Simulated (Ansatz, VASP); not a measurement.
# Two plane-wave programs on P

```
P
1.0
     0.00000    1.90496    1.90496
     1.90496    0.00000    1.90496
     1.90496    1.90496    0.00000
P
1
Direct
  0.00000 0.00000 0.00000
```

Change from the starting cell: volume scaled by 0.95, PAW files.

Alike in both runs: task single point; functional PBE; k mesh 18 × 18 × 18; occupations fermi-dirac, width 0.1 eV; no spin polarisation.

```csv
,VASP,Ansatz
version,VASP 6.6.1,Ansatz 0.2.0
potentials or method,"VASP PAW PBE potentials, release 64 (P)","PAW with Ansatz's default frozen-core files, scalar-relativistic"
plane-wave cutoff (eV),520,420
valence electrons in the cell,5,5
```

|  | VASP | Ansatz | Ansatz less VASP |
| --- | --- | --- | --- |
| pressure (GPa) | 5.0 | 5.3 | +0.22 |
